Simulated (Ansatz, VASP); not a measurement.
**CoSi in VASP and in Ansatz**

```
Co Si
1.0
     2.73418    0.00000    0.00000
     0.00000    2.73418    0.00000
     0.00000    0.00000    2.73418
Co Si
1 1
Direct
  0.00000 0.00000 0.00000
  0.50000 0.50000 0.50000
```

Change from the starting cell: volume scaled by 0.95, PAW files.

Alike in both runs: task single point; functional PBE; k mesh 14 × 14 × 14; occupations fermi-dirac, width 0.03 eV; collinear spin.

|  | VASP | Ansatz |
| --- | --- | --- |
| version | VASP 6.6.1 | Ansatz 0.2.0 |
| potentials or method | VASP PAW PBE potentials, release 64 (Co, Si) | PAW with Ansatz's default frozen-core files, scalar-relativistic |
| plane-wave cutoff (eV) | 520 | 420 |
| valence electrons in the cell | 13 | 21 |

|  | VASP | Ansatz | Ansatz less VASP |
| --- | --- | --- | --- |
| pressure (GPa) | 12.8 | 12.9 | +0.11 |
| net moment per atom (μB) | 0.27 | 0.28 | +0.009 |
| size of the moment on the site where the two differ most (μB) | 0.53 | 0.55 | +0.023 |

Site moments also hang on the region over which each program counts them. VASP's potentials hold 13 valence electrons a cell and Ansatz's 21, so a difference there can come from the potentials and not from the codes.
